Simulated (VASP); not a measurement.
# I (P6_3/mmc) in VASP: single point with LDA

Aim: the single point of I with LDA.

All numbers are computed with VASP 6.6.1; they aren't measurements. Logs are shortened: lines on timing, memory, paths and dates and some standing lists are left out, and cuts for length are marked.

### 1 The cell of the first run

It takes space group P6_3/mmc (No. 194, hexagonal). Conventional cell: a = 3.968 Å, b = 3.968 Å, c = 4.894 Å, α = 90.00°, β = 90.00°, γ = 120.00°. Within 4.4 Å of I (site symmetry -6m2) lie 12 I at 3.35 to 3.97 Å.

### 2 Single point, LDA

File POSCAR:

```
I
1.0
    3.9678696196      0.0000000000      0.0000000000
   -1.9839348098      3.4362758895      0.0000000000
    0.0000000000      0.0000000000      4.8937200782
I
2
Direct
    0.3333333333      0.6666666667      0.2500000000
    0.6666666667      0.3333333333      0.7500000000
```

File INCAR.step1:

```
  PREC = Accurate
  ENCUT = 520
  EDIFF = 1E-6
  ISMEAR = -1
  SIGMA = 0.08
  LREAL = False
  LASPH = True
  NELM = 80
  ALGO = Normal
  ISIF = 2
  LWAVE = False
  LCHARG = True
  NBANDS = 14
```

File KPOINTS.step1:

```
Automatic mesh
0
Gamma
  12 12 7
```

File INCAR.step2:

```
  PREC = Accurate
  ENCUT = 520
  EDIFF = 1E-6
  ISMEAR = -5
  SIGMA = 0.08
  LREAL = False
  LASPH = True
  NELM = 80
  ALGO = Normal
  ISIF = 2
  LWAVE = False
  LCHARG = False
  LORBIT = 10
  NBANDS = 14
  NEDOS = 2001
  ICHARG = 11
```

File KPOINTS.step2:

```
Automatic mesh
0
Gamma
  18 18 11
```

Potentials or basis: VASP PAW LDA potentials, release 64 (I).

Launch:

```bash
$ cat potpaw_LDA.64/I/POTCAR > POTCAR
$ cp INCAR.step1 INCAR
$ cp KPOINTS.step1 KPOINTS
$ mpirun -np 1 vasp_std > vasp.out
$ cp INCAR.step2 INCAR
$ cp KPOINTS.step2 KPOINTS
$ mpirun -np 1 vasp_std > vasp.out
```

OUTCAR:

```text
PREC = Accurate
   ENCUT = 520
   EDIFF = 1E-6
   ISMEAR = -5
   LREAL = False
   LASPH = True
   NELM = 80
   ISIF = 2
   LORBIT = 10
   ICHARG = 11

 ion  position               nearest neighbor table
   1  0.333  0.667  0.250-   2 3.35   2 3.35   2 3.35   2 3.35   2 3.35   2 3.35
   2  0.667  0.333  0.750-   1 3.35   1 3.35   1 3.35   1 3.35   1 3.35   1 3.35

  LATTYP: Found a hexagonal cell.
 ALAT       =     3.9678696196
 C/A-ratio  =     1.2333369156

  Lattice vectors:

 A1 = (   3.9678696196,   0.0000000000,   0.0000000000)
 A2 = (  -1.9839348098,   3.4362758895,   0.0000000000)
 A3 = (   0.0000000000,   0.0000000000,   4.8937200782)

Analysis of symmetry for initial positions (statically):
=====================================================================
 Subroutine PRICEL returns:
 Original cell was already a primitive cell.

 Routine SETGRP: Setting up the symmetry group for a
 hexagonal supercell.

 Subroutine GETGRP returns: Found 24 space group operations
 (whereof 12 operations were pure point group operations)
 out of a pool of 24 trial point group operations.

The static configuration has the point symmetry D_3d.
 The point group associated with its full space group is D_6h.

Analysis of symmetry for dynamics (positions and initial velocities):
=====================================================================
 Subroutine PRICEL returns:
 Original cell was already a primitive cell.

 Routine SETGRP: Setting up the symmetry group for a
 hexagonal supercell.

 Subroutine GETGRP returns: Found 24 space group operations
 (whereof 12 operations were pure point group operations)
 out of a pool of 24 trial point group operations.

The dynamic configuration has the point symmetry D_3d.
 The point group associated with its full space group is D_6h.

 Subroutine INISYM returns: Found 24 space group operations
 (whereof 12 operations are pure point group operations),
 and found     1 'primitive' translations

----------------------------------------------------------------------------------------

                                     Primitive cell

  volume of cell :      66.7244

  direct lattice vectors                    reciprocal lattice vectors
     3.967869620  0.000000000  0.000000000     0.252024410  0.145506361  0.000000000
    -1.983934810  3.436275890  0.000000000     0.000000000  0.291012722  0.000000000
     0.000000000  0.000000000  4.893720078     0.000000000  0.000000000  0.204343523

  length of vectors
     3.967869620  3.967869620  4.893720078     0.291012722  0.291012722  0.204343523

  position of ions in fractional coordinates (direct lattice)
     0.333333333  0.666666667  0.250000000
     0.666666667  0.333333333  0.750000000

  ion indices of the primitive-cell ions
   primitive index   ion index
                 1           1
                 2           2

----------------------------------------------------------------------------------------

 KPOINTS: Automatic mesh

Automatic generation of k-mesh.
 Grid dimensions read from file:
 generate k-points for:   18   18   11

 Generating k-lattice:

  Cartesian coordinates                     Fractional coordinates (reciprocal lattice)
     0.014001356  0.008083687  0.000000000     0.055555556  0.000000000  0.000000000
     0.000000000  0.016167373  0.000000000     0.000000000  0.055555556  0.000000000
     0.000000000  0.000000000  0.018576684     0.000000000  0.000000000  0.090909091

  Length of vectors
     0.016167373  0.016167373  0.018576684

  Shift w.r.t. Gamma in fractional coordinates (k-lattice)
     0.000000000  0.000000000  0.000000000

 TETIRR: Found   3464 inequivalent tetrahedra from    21384

 Subroutine IBZKPT returns following result:
 ===========================================

 Found    222 irreducible k-points:

 Following reciprocal coordinates:
            Coordinates               Weight
  0.000000  0.000000  0.000000      1.000000
  0.055556 -0.000000  0.000000      6.000000
  0.111111 -0.000000  0.000000      6.000000
  0.166667  0.000000  0.000000      6.000000
  0.222222 -0.000000  0.000000      6.000000
  0.277778  0.000000  0.000000      6.000000
[... 16 lines left out ...]
  0.333333  0.111111  0.000000     12.000000
  0.388889  0.111111  0.000000     12.000000
 [... further k-points ...]
   k-points           NKPTS =    222   k-points in BZ     NKDIM =    222   number of bands    NBANDS=     14
   number of dos      NEDOS =   2001   number of ions     NIONS =      2
   total plane-waves  NPLWV =  32400
   dimension x,y,z NGX =    30 NGY =   30 NGZ =   36
   dimension x,y,z NGXF=    60 NGYF=   60 NGZF=   72
   ions per type =               2
   NGX,Y,Z   is equivalent  to a cutoff of  12.57, 12.57, 12.23 a.u.
   NGXF,Y,Z  is equivalent  to a cutoff of  25.14, 25.14, 24.46 a.u.
 SYSTEM =  unknown system
   PREC   = accura    normal or accurate (medium, high low for compatibility)
   ISTART =      0    job   : 0-new  1-cont  2-samecut
   ICHARG =     11    charge: 1-file 2-atom 10-const
   ISPIN  =      1    spin polarized calculation?
   LNONCOLLINEAR =      F non collinear calculations
   LSORBIT =      F    spin-orbit coupling
   LASPH  =      T    aspherical Exc in radial PAW
   ENCUT  =  520.0 eV  38.22 Ry    6.18 a.u.   7.38  7.38  9.10*2*pi/ulx,y,z
   NELM   =     80;   NELMIN=  2; NELMDL=  0     # of ELM steps
   EDIFF  = 0.1E-05   stopping-criterion for ELM
   LREAL  =      F    real-space projection
   EDIFFG = 0.1E-04   stopping-criterion for IOM
   NSW    =      0    number of steps for IOM
   IBRION =     -1    ionic relax: 0-MD 1-quasi-New 2-CG
   NFREE  =      0    steps in history (QN), initial steepest desc. (CG)
   ISIF   =      2    stress and relaxation
   ISYM   =      2    0-nonsym 1-usesym 2-fastsym
   POTIM  = 0.5000    time-step for ionic-motion
   TEBEG  =    0.0;   TEEND  =   0.0 temperature during run
   PSTRESS=    0.0 pullay stress
   NELECT =      14.0000    total number of electrons
   NUPDOWN=      -1.0000    fix difference up-down
   EMIN   =  10.00;   EMAX   =-10.00  energy-range for DOS
   EFERMI =   0.00;   METHOD = LEGACY
   ISMEAR =    -5;   SIGMA  =   0.08  broadening in eV -4-tet -1-fermi 0-gaus
   EFERMI_NEDOS =   21; number of points for ismear=-14 and -15
   IALGO  =     38    algorithm
   IMIX   =      4    mixing-type and parameters
     AMIX     =   0.40;   BMIX     =  1.00
     AMIX_MAG =   1.60;   BMIX_MAG =  1.00
  volume/ion in A,a.u.               =      33.36       225.14
  Fermi-wavevector in a.u.,A,eV,Ry     =   0.972798  1.838322 12.875682  0.946336
  Thomas-Fermi vector in A             =   2.103126
   LORBIT       =     10    0 simple, 1 ext, 2 COOP (PROOUT), +10 PAW based schemes
   GGA     = CA    functional components
   LHFCALC =     F    Hartree Fock is set to
   AEXX    =    0.0000 exact exchange contribution
   IVDW    =     0    specifies the selected vdW correction
   LEPSILON=     F    determine dielectric tensor
   LRPA    =     F    only Hartree local field effects (RPA)
 non-spin polarized calculation
 Fermi weights with tetrahedron method with Bloechl corrections
  energy-cutoff  :      520.00
  volume of cell :       66.72
 maximum number of plane-waves:      1825
 NGX is ok and might be reduce to    30

 number of electron      14.0000001 magnetization

 Free energy of the ion-electron system (eV)
  ---------------------------------------------------
  ext. energy  EPLUGINS =         0.00000000
  ---------------------------------------------------
  free energy    TOTEN  =        -3.49609073 eV

  energy without entropy =       -3.49609073  energy(sigma->0) =       -3.49609073

 E-fermi :   5.3415     XC(G=0):  -9.5286

 val. band max:        5.3892649479   @ k =   0.0000   0.0000   0.0909
 cond. band min:       5.2869688036   @ k =   0.4444  -0.0000   0.1818
 fundamental gap:     -0.1022961443
 Fermi energy:         5.3414909522

 k-point     1 :       0.0000    0.0000    0.0000
  band No.  band energies     occupation
      1      -8.9747      2.00000
      2      -6.0386      2.00000
      3       0.2875      2.00000
      4       3.6168      2.00000
      5       3.6168      2.00000
      6       5.4269     -0.19168
      7       5.4269      0.00000
      8       6.8717      0.00000
      9       9.5045      0.00000
     10      11.3968      0.00000
     11      13.4318      0.00000
     12      13.4318      0.00000
     13      14.7716      0.00000
     14      14.7717      0.00000

 k-point     2 :       0.0556   -0.0000    0.0000
  band No.  band energies     occupation
      1      -8.9499      2.00000
      2      -6.0441      2.00000
      3       0.3191      2.00000
      4       3.4902      2.00000
      5       3.5586      2.00000
      6       5.3239      1.81639
      7       5.4592      0.00000
      8       6.7931      0.00000
      9       9.6399      0.00000
     10      11.5545      0.00000
     11      13.2003      0.00000
     12      13.4744      0.00000
     13      14.6592      0.00000
     14      14.7351      0.00000

 k-point     3 :       0.1111   -0.0000    0.0000
  band No.  band energies     occupation
      1      -8.8761      2.00000
      2      -6.0621      2.00000
      3       0.4132      2.00000
      4       3.1585      2.00000
      5       3.4061      2.00000
      6       5.0475      2.00000
      7       5.5354      0.00000
      8       6.5676      0.00000
      9       9.9882      0.00000
     10      11.8557      0.00000
     11      12.9208      0.00000
     12      13.6168      0.00000
     13      14.3954      0.00000
     14      14.5406      0.00000

 k-point     4 :       0.1667    0.0000    0.0000
  band No.  band energies     occupation
      1      -8.7558      2.00000
      2      -6.0975      2.00000
      3       0.5680      2.00000
      4       2.7197      2.00000
      5       3.2036      2.00000
      6       4.6689      2.00000
      7       5.6170      0.00000
      8       6.2225      0.00000
      9      10.3376      0.00000
     10      11.9278      0.00000
     11      13.1964      0.00000
     12      13.8885      0.00000
     13      14.0868      0.00000
     14      14.1366      0.00000

 k-point     5 :       0.2222   -0.0000    0.0000
  band No.  band energies     occupation
      1      -8.5936      2.00000
      2      -6.1573      2.00000
      3       0.7799      2.00000
      4       2.2624      2.00000
      5       2.9894      2.00000
      6       4.2555      2.00000
      7       5.6777     -0.00473
      8       5.7920      0.00000
      9      10.3266      0.00000
     10      12.2567      0.00000
     11      13.5781      0.00000
[... 276 lines left out ...]
 k-point    22 :       0.2778    0.1111    0.0000
  band No.  band energies     occupation
      1      -8.1141      2.00000
      2      -6.4038      2.00000
      3       1.4314      2.00000
      4       1.5073      2.00000
      5       2.3115      2.00000
      6       3.6964      2.00000
      7       4.7052      2.00000
      8       5.4527      0.13776
      9      10.2137      0.00000
     10      11.9125      0.00000
     11      12.8515      0.00000
     12      14.1970      0.00000
     13      14.5898      0.00000
     14      16.3796      0.00000

 k-point    23 :       0.3333    0.1111    0.0000
  band No.  band energies     occupation
      1      -7.8925      2.00000
      2      -6.5529      2.00000
      3       1.2297      2.00000
      4       1.7498      2.00000
      5       2.2956      2.00000
      6       3.3677      2.00000
      7       4.2539      2.00000
      8       5.4291      0.39696
      9       9.9671      0.00000
     10      11.6326      0.00000
     11      13.4121      0.00000
     12      14.4232      0.00000
     13      14.4703      0.00000
     14      17.1606      0.00000

 k-point    24 :       0.3889    0.1111    0.0000
  band No.  band energies     occupation
      1      -7.7035      2.00000
      2      -6.6959      2.00000
      3       1.0592      2.00000
      4       2.0328      2.00000
      5       2.3303      2.00000
      6       3.1152      2.00000
      7       3.8868      2.00000
      8       5.4108      0.59709
      9       9.8140      0.00000
     10      11.4635      0.00000
     11      13.5938      0.00000
     12      14.3927      0.00000
     13      15.0768      0.00000
     14      17.0970      0.00000

 [... further k-points ...]

------------------------ aborting loop because EDIFF is reached ----------------------------------------

  FORCE on cell =-STRESS in cart. coord.  units (eV):
  Direction    XX          YY          ZZ          XY          YZ          ZX
  --------------------------------------------------------------------------------------
  -------------------------------------------------------------------------------------
  Total       -0.0310596     -0.0310596     -0.0197936      0.0000000      0.0000000      0.0000000
  in kB       -0.7457996     -0.7457996     -0.4752823      0.0000000      0.0000000      0.0000000
  external PRESSURE =      -0.6556271 kB  Pullay stress =       0.0000000 kB

 VOLUME and BASIS-vectors are now :
 -----------------------------------------------------------------------------
  energy-cutoff  :      520.00
  volume of cell :       66.72
      direct lattice vectors                 reciprocal lattice vectors
     3.967869620  0.000000000  0.000000000     0.252024410  0.145506361  0.000000000
    -1.983934810  3.436275890  0.000000000     0.000000000  0.291012722  0.000000000
     0.000000000  0.000000000  4.893720078     0.000000000  0.000000000  0.204343523

 POSITION                                       TOTAL-FORCE (eV/Angst)
 -----------------------------------------------------------------------------------
     -0.00000      2.29085      1.22343         0.000000      0.000000      0.000000
      1.98393      1.14543      3.67029        -0.000000     -0.000000      0.000000
 -----------------------------------------------------------------------------------
    total drift:                               -0.000000      0.000000      0.000000

  FREE ENERGIE OF THE ION-ELECTRON SYSTEM (eV)
  ---------------------------------------------------
  free  energy   TOTEN  =        -3.4960907320 eV

  energy  without entropy=       -3.4960907320  energy(sigma->0) =       -3.49609073

 total charge

# of ion       s       p       d       tot
------------------------------------------
    1        1.556   2.595   0.032   4.183
    2        1.556   2.595   0.032   4.183
--------------------------------------------------
tot          3.112   5.189   0.064   8.365
```

Wall time 4.3 min (1 thread of Intel Xeon 8259CL, shared host); peak memory 0.24 GiB.

Results:

```yaml
Valence_electrons_inside_the_program's_atomic_spheres: I 4.18
```

Caveat: spin-orbit coupling is left out, which moves the levels of the heavy elements.
